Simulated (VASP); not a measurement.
Write the native input for VASP 6.6.1 that does the following.

```yaml
Task: dielectric tensor
Functional: r2SCAN
Potentials_or_basis: VASP PAW PBE potentials, release 64 (Al, N)
Cutoff: 520 eV
k_mesh: 8 × 8 × 8
Occupations: gaussian, width 0.01 eV
Spin: no spin polarisation
Dipole_correction: no
Further_INCAR_settings: ALGO = Normal; EDIFF = 1e-08
```

The structure of AlN lies in POSCAR:

```
AlN
1.0
    0.0000000000      2.1848764125      2.1848764125
    2.1848764125      0.0000000000      2.1848764125
    2.1848764125      2.1848764125      0.0000000000
Al N
1 1
Direct
    0.0000000000      0.0000000000      0.0000000000
    0.2500000000      0.2500000000      0.2500000000
```

One way to write it, as run:

INCAR

```
ALGO = Normal
EDIFF = 1E-8
ENCUT = 520
ISIF = 2
ISMEAR = 0
LASPH = True
LCALCEPS = True
LCHARG = False
LMIXTAU = True
LREAL = False
LWAVE = False
METAGGA = R2SCAN
NELM = 60
PREC = Accurate
SIGMA = 0.01
```

KPOINTS

```
k-points
0
Gamma
  8 8 8
```

Potentials or basis: VASP PAW PBE potentials, release 64 (Al, N).

The run is started by

```sh
$ cat potpaw_PBE.64/Al/POTCAR potpaw_PBE.64/N/POTCAR > POTCAR
$ mpirun -np 1 vasp_std > vasp.out
```

Results of the run:

```
Band gap on the k mesh                  : 3.93 eV, indirect (least direct gap 4.88 eV)
Electronic dielectric tensor (diagonal) : 4.24
Born charges (mean of the diagonal)     : Al +2.52; N -2.52 e
```

It took 7.5 min on 1 thread of Intel(R) Xeon(R) Platinum 8559C (Emerald Rapids) (shared host), peak memory 0.24 GiB.
